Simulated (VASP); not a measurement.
# CoO (I4/mmm) in VASP: further runs

CoO is run at these levels: PBE; tasks: single point.

Everything below comes from runs of VASP 6.6.1. Logs are shortened: lines on timing, memory, paths and dates and some standing lists are left out, and cuts for length are marked.

## (1) The cell of the first run

Symmetry: I4/mmm, No. 139, tetragonal system. The conventional cell has a = 3.016 Å, b = 3.016 Å, c = 4.215 Å, α = 90.00°, β = 90.00°, γ = 90.00°. Within 2.8 Å of Co (site symmetry 4/mmm) lie 6 O at 2.11 to 2.13 Å. O (site symmetry 4/mmm) has 6 Co at 2.11 to 2.13 Å within 2.8 Å.

## (2) Single point, PBE, collinear spin, ferromagnetic start

File INCAR:

```
  PREC = Accurate
  ENCUT = 600
  EDIFF = 1E-6
  ISMEAR = -1
  SIGMA = 0.05
  LREAL = F
  LASPH = T
  NELM = 200
  ALGO = Normal
  ISIF = 2
  LWAVE = F
  LCHARG = F
  ISPIN = 2
  MAGMOM = 2 0
  LORBIT = 11
  NUPDOWN = 2.0
  LMAXMIX = 4
  GGA = PE
  NBANDS = 22
  GGA_COMPAT = F
```

File KPOINTS:

```
regular mesh
0
Gamma
  10 10 10
```

File POSCAR:

```
CoO
1.0
   -1.5080004400      1.5080004400      2.1072503600
    1.5080004400     -1.5080004400      2.1072503600
    1.5080004400      1.5080004400     -2.1072503600
Co O
1 1
Direct
    0.0000000000      0.0000000000      0.0000000000
    0.5000000000      0.5000000000      0.0000000000
```

Potentials or basis: VASP PAW PBE potentials, release 64 (Co_sv, O).

Command:

```console
cat potpaw_PBE.64/Co_sv/POTCAR potpaw_PBE.64/O/POTCAR > POTCAR
mpirun -np 1 vasp_std > vasp.out
```

OUTCAR:

```text
PREC = Accurate
   ENCUT = 600
   EDIFF = 1E-6
   ISMEAR = -1
   LREAL = F
   LASPH = T
   NELM = 200
   ISIF = 2
   ISPIN = 2
   LORBIT = 11
   NUPDOWN = 2.0
   GGA = PE

 ion  position               nearest neighbor table
   1  0.000  0.000  0.000-   2 2.11   2 2.11   2 2.13   2 2.13   2 2.13   2 2.13
   2  0.500  0.500  0.000-   1 2.11   1 2.11   1 2.13   1 2.13   1 2.13   1 2.13

  LATTYP: Found a body centered tetragonal cell.
 ALAT       =     3.0160008800
 C/A-ratio  =     1.3973804676

  Lattice vectors:

 A1 = (  -1.5080004400,   1.5080004400,   2.1072503600)
 A2 = (   1.5080004400,  -1.5080004400,   2.1072503600)
 A3 = (   1.5080004400,   1.5080004400,  -2.1072503600)

Analysis of symmetry for initial positions (statically):
=====================================================================
 Subroutine PRICEL returns:
 Original cell was already a primitive cell.

 Routine SETGRP: Setting up the symmetry group for a
 body centered tetragonal supercell.

 Subroutine GETGRP returns: Found 16 space group operations
 (whereof 16 operations were pure point group operations)
 out of a pool of 16 trial point group operations.

The static configuration has the point symmetry D_4h.

Analysis of symmetry for dynamics (positions and initial velocities):
=====================================================================
 Subroutine PRICEL returns:
 Original cell was already a primitive cell.

 Routine SETGRP: Setting up the symmetry group for a
 body centered tetragonal supercell.

 Subroutine GETGRP returns: Found 16 space group operations
 (whereof 16 operations were pure point group operations)
 out of a pool of 16 trial point group operations.

The dynamic configuration has the point symmetry D_4h.

Analysis of structural, dynamic, and magnetic symmetry:
=====================================================================
 Subroutine PRICEL returns:
 Original cell was already a primitive cell.

 Routine SETGRP: Setting up the symmetry group for a
 body centered tetragonal supercell.

 Subroutine GETGRP returns: Found 16 space group operations
 (whereof 16 operations were pure point group operations)
 out of a pool of 16 trial point group operations.

The overall configuration has the point symmetry D_4h.

 Subroutine INISYM returns: Found 16 space group operations
 (whereof 16 operations are pure point group operations),
 and found     1 'primitive' translations

----------------------------------------------------------------------------------------

                                     Primitive cell

  volume of cell :      19.1681

  direct lattice vectors                    reciprocal lattice vectors
    -1.508000440  1.508000440  2.107250360     0.000000000  0.331564890  0.237276030
     1.508000440 -1.508000440  2.107250360     0.331564890  0.000000000  0.237276030
     1.508000440  1.508000440 -2.107250360     0.331564890  0.331564890  0.000000000

  length of vectors
     2.998105191  2.998105191  2.998105191     0.407719500  0.407719500  0.468903564

  position of ions in fractional coordinates (direct lattice)
     0.000000000  0.000000000  0.000000000
     0.500000000  0.500000000  0.000000000

  ion indices of the primitive-cell ions
   primitive index   ion index
                 1           1
                 2           2

----------------------------------------------------------------------------------------

 KPOINTS: regular mesh

Automatic generation of k-mesh.
 Grid dimensions read from file:
 generate k-points for:   10   10   10

 Generating k-lattice:

  Cartesian coordinates                     Fractional coordinates (reciprocal lattice)
     0.000000000  0.033156489  0.023727603     0.100000000  0.000000000  0.000000000
     0.033156489  0.000000000  0.023727603     0.000000000  0.100000000  0.000000000
     0.033156489  0.033156489  0.000000000     0.000000000  0.000000000  0.100000000

  Length of vectors
     0.040771950  0.040771950  0.046890356

  Shift w.r.t. Gamma in fractional coordinates (k-lattice)
     0.000000000  0.000000000  0.000000000

 Subroutine IBZKPT returns following result:
 ===========================================

 Found    102 irreducible k-points:

 Following reciprocal coordinates:
            Coordinates               Weight
  0.000000  0.000000  0.000000      1.000000
  0.100000 -0.000000  0.000000      8.000000
  0.200000 -0.000000  0.000000      8.000000
  0.300000 -0.000000  0.000000      8.000000
  0.400000  0.000000 -0.000000      8.000000
  0.500000  0.000000 -0.000000      4.000000
[... 16 lines left out ...]
  0.300000  0.300000  0.000000      8.000000
  0.400000  0.300000  0.000000     16.000000
 [... further k-points ...]
   k-points           NKPTS =    102   k-points in BZ     NKDIM =    102   number of bands    NBANDS=     22
   number of dos      NEDOS =    301   number of ions     NIONS =      2
   total plane-waves  NPLWV =  13824
   dimension x,y,z NGX =    24 NGY =   24 NGZ =   24
   dimension x,y,z NGXF=    48 NGYF=   48 NGZF=   48
   ions per type =               1   1
   NGX,Y,Z   is equivalent  to a cutoff of  13.31, 13.31, 13.31 a.u.
   NGXF,Y,Z  is equivalent  to a cutoff of  26.62, 26.62, 26.62 a.u.
 SYSTEM =  unknown system
   PREC   = accura    normal or accurate (medium, high low for compatibility)
   ISTART =      0    job   : 0-new  1-cont  2-samecut
   ICHARG =      2    charge: 1-file 2-atom 10-const
   ISPIN  =      2    spin polarized calculation?
   LNONCOLLINEAR =      F non collinear calculations
   LSORBIT =      F    spin-orbit coupling
   LASPH  =      T    aspherical Exc in radial PAW
   ENCUT  =  600.0 eV  44.10 Ry    6.64 a.u.   5.99  5.99  5.99*2*pi/ulx,y,z
   NELM   =    200;   NELMIN=  2; NELMDL= -5     # of ELM steps
   EDIFF  = 0.1E-05   stopping-criterion for ELM
   LREAL  =      F    real-space projection
   EDIFFG = 0.1E-04   stopping-criterion for IOM
   NSW    =      0    number of steps for IOM
   IBRION =     -1    ionic relax: 0-MD 1-quasi-New 2-CG
   NFREE  =      0    steps in history (QN), initial steepest desc. (CG)
   ISIF   =      2    stress and relaxation
   ISYM   =      2    0-nonsym 1-usesym 2-fastsym
   POTIM  = 0.5000    time-step for ionic-motion
   TEBEG  =    0.0;   TEEND  =   0.0 temperature during run
   PSTRESS=    0.0 pullay stress
   NELECT =      23.0000    total number of electrons
   NUPDOWN=       2.0000    fix difference up-down
   EMIN   =  10.00;   EMAX   =-10.00  energy-range for DOS
   EFERMI =   0.00;   METHOD = LEGACY
   ISMEAR =    -1;   SIGMA  =   0.05  broadening in eV -4-tet -1-fermi 0-gaus
   EFERMI_NEDOS =   21; number of points for ismear=-14 and -15
   IALGO  =     38    algorithm
   IMIX   =      4    mixing-type and parameters
     AMIX     =   0.40;   BMIX     =  1.00
     AMIX_MAG =   1.60;   BMIX_MAG =  1.00
  volume/ion in A,a.u.               =       9.58        64.68
  Fermi-wavevector in a.u.,A,eV,Ry     =   1.739633  3.287431 41.175646  3.026325
  Thomas-Fermi vector in A             =   2.812437
   LORBIT       =     11    0 simple, 1 ext, 2 COOP (PROOUT), +10 PAW based schemes
   GGA     = PE    functional components
   LHFCALC =     F    Hartree Fock is set to
   AEXX    =    0.0000 exact exchange contribution
   IVDW    =     0    specifies the selected vdW correction
   LEPSILON=     F    determine dielectric tensor
   LRPA    =     F    only Hartree local field effects (RPA)
 spin polarized calculation
  energy-cutoff  :      600.00
  volume of cell :       19.17
 maximum number of plane-waves:       653
   NGX = 11   NGY = 11   NGZ = 11

 number of electron      22.9999977 magnetization       2.0000004

 Free energy of the ion-electron system (eV)
  ---------------------------------------------------
  ext. energy  EPLUGINS =         0.00000000
  ---------------------------------------------------
  free energy    TOTEN  =       -13.04559425 eV

  energy without entropy =      -13.00663404  energy(sigma->0) =      -13.02611414

 E-fermi :   9.0582     XC(G=0): -12.7368

 val. band max:        9.0530028284   @ k =  -0.4000   0.3000  -0.0000
 cond. band min:       8.6909713893   @ k =   0.2000   0.1000   0.0000
 fundamental gap:     -0.3620314391
 Fermi energy:         8.6620230593

 spin component 1

 k-point     1 :       0.0000    0.0000    0.0000
  band No.  band energies     occupation
      1     -87.1311      1.00000
      2     -50.4374      1.00000
      3     -50.3723      1.00000
      4     -50.3723      1.00000
      5     -11.3888      1.00000
      6       5.6744      1.00000
[... 14 lines left out ...]
     21      30.9817      0.00000
     22      33.7274      0.00000
[... 552 lines left out ...]
  band No.  band energies     occupation
      1     -87.1264      1.00000
      2     -50.4582      1.00000
      3     -50.4010      1.00000
      4     -50.3887      1.00000
      5     -10.0663      1.00000
      6       2.0511      1.00000
[... 14 lines left out ...]
     21      37.7988      0.00000
     22      39.3561      0.00000

 [... further k-points ...]

 spin component 2

 k-point     1 :       0.0000    0.0000    0.0000
  band No.  band energies     occupation
      1     -84.8755      1.00000
      2     -48.2158      1.00000
      3     -48.1777      1.00000
      4     -48.1775      1.00000
      5     -11.2309      1.00000
      6       5.8271      1.00000
[... 14 lines left out ...]
     21      31.7375      0.00000
     22      34.4722      0.00000
[... 552 lines left out ...]
  band No.  band energies     occupation
      1     -84.8704      1.00000
      2     -48.2401      1.00000
      3     -48.2092      1.00000
      4     -48.1951      1.00000
      5      -9.8949      1.00000
      6       2.3170      1.00000
[... 14 lines left out ...]
     21      38.2474      0.00000
     22      39.9322      0.00000

 [... further k-points ...]

------------------------ aborting loop because EDIFF is reached ----------------------------------------

  FORCE on cell =-STRESS in cart. coord.  units (eV):
  Direction    XX          YY          ZZ          XY          YZ          ZX
  --------------------------------------------------------------------------------------
  -------------------------------------------------------------------------------------
  Total       -1.2237351     -1.2237351     -1.1175031      0.0000000     -0.0000000      0.0000000
  in kB     -102.2866439   -102.2866439    -93.4071818      0.0000000     -0.0000000      0.0000000
  external PRESSURE =     -99.3268232 kB  Pullay stress =       0.0000000 kB

 VOLUME and BASIS-vectors are now :
 -----------------------------------------------------------------------------
  energy-cutoff  :      600.00
  volume of cell :       19.17
      direct lattice vectors                 reciprocal lattice vectors
    -1.508000440  1.508000440  2.107250360     0.000000000  0.331564890  0.237276030
     1.508000440 -1.508000440  2.107250360     0.331564890  0.000000000  0.237276030
     1.508000440  1.508000440 -2.107250360     0.331564890  0.331564890  0.000000000

 POSITION                                       TOTAL-FORCE (eV/Angst)
 -----------------------------------------------------------------------------------
      0.00000      0.00000      0.00000        -0.000000      0.000000      0.000000
      0.00000      0.00000      2.10725         0.000000     -0.000000      0.000000
 -----------------------------------------------------------------------------------
    total drift:                               -0.000000      0.000000     -0.000000

  FREE ENERGIE OF THE ION-ELECTRON SYSTEM (eV)
  ---------------------------------------------------
  free  energy   TOTEN  =       -13.0455942517 eV

  energy  without entropy=      -13.0066340374  energy(sigma->0) =      -13.02611414

 total charge

# of ion       s       p       d       tot
------------------------------------------
    1        2.137   6.056   6.733  14.927
    2        1.557   3.396   0.000   4.953
--------------------------------------------------
tot          3.694   9.451   6.733  19.879

 magnetization (x)

# of ion       s       p       d       tot
------------------------------------------
    1        0.013   0.008   1.825   1.846
    2        0.024   0.050   0.000   0.074
--------------------------------------------------
tot          0.037   0.058   1.825   1.920
```

It took 43 s on 1 thread of Intel Xeon 6975P-C (Granite Rapids), shared host; peak memory 0.2 GiB.

What came out:

* Free energy: -13.0456 eV
* Pressure: -9.9 GPa
* Net moment: 2.00 μB per cell
* Site moments: Co +1.85; O +0.07 μB
* Valence electrons inside the program's atomic spheres: Co 14.93; O 4.95

Caveat: the cell stands under tension; the total moment is fixed, so each spin has its own Fermi level; a cell with one magnetic atom can't hold antiferromagnetic order, which such compounds often take.

## (3) Single point, PBE, collinear spin, ferromagnetic start

File INCAR:

```
SYSTEM = CoO
ALGO = Normal ; EDIFF = 1E-6
ENCUT = 600 ; GGA = PE
GGA_COMPAT = .False. ; ISIF = 2
ISMEAR = 0 ; ISPIN = 2
LASPH = .True. ; LCHARG = .False.
LMAXMIX = 4 ; LORBIT = 11
LREAL = .False. ; LWAVE = .False.
MAGMOM = 2 0 ; NBANDS = 22
NELM = 200 ; PREC = Accurate
SIGMA = 0.1
```

File KPOINTS:

```
k-points
0
Gamma
  10 10 10
  0 0 0
```

POSCAR is that of step 2.

Potentials or basis: VASP PAW PBE potentials, release 64 (Co_sv, O).

Command:

```console
cat potpaw_PBE.64/Co_sv/POTCAR potpaw_PBE.64/O/POTCAR > POTCAR
mpirun -np 1 vasp_std > vasp.out
```

It took 47 s on 1 thread of Intel Xeon 6975P-C (Granite Rapids), shared host; peak memory 0.2 GiB.

It converged, with:

| Property | Result |
| --- | --- |
| Free energy | -13.1336 eV |
| Pressure | -2.6 GPa |
| Net moment | 2.91 μB per cell |
| Site moments | Co +2.51; O +0.29 μB |
| Valence electrons inside the program's atomic spheres | Co 14.87; O 4.99 |

Stress tensor (GPa, compression positive):
```
-2.63  0.00  0.00
 0.00 -2.63  0.00
 0.00  0.00 -2.45
```

Levels at points of the mesh, in eV from the Fermi level:
Spin up:
```
           k point  band 11  band 12  band 13  band 14  band 15  band 16
(0.00, 0.00, 0.00)    -3.15    -3.15    -3.00     0.97    16.79    18.07
(0.50, 0.00, 0.00)    -1.81     0.07     0.14     5.01     9.36    13.27
(0.50, 0.50, 0.00)    -2.42    -2.10    -2.01     5.84     9.76    11.69
(0.50, 0.50, 0.50)    -2.42    -2.11    -2.11     5.85     9.91    11.57
```
Spin down:
```csv
k point,band 6,band 7,band 8,band 9,band 10,band 11,band 12,band 13,band 14,band 15
"(0.00, 0.00, 0.00)",-2.69,-2.63,-2.63,-1.13,-1.13,-1.10,0.04,0.09,1.52,16.68
"(0.50, 0.00, 0.00)",-7.71,-4.74,-4.70,-0.15,-0.10,0.18,2.72,2.76,5.29,10.14
"(0.50, 0.50, 0.00)",-6.52,-3.96,-3.85,-2.27,0.10,0.15,0.53,1.04,6.70,10.23
"(0.50, 0.50, 0.50)",-6.50,-3.94,-3.94,-2.29,0.14,0.14,0.60,1.00,6.70,10.36
```

Caveat: a cell with one magnetic atom can't hold antiferromagnetic order, which such compounds often take; semilocal functionals often make such compounds metallic where correlation or magnetic order opens a gap, which also shifts bond lengths. With open d or f shells a metallic result of PBE can be an artefact of self-interaction; +U or a hybrid may open a gap.
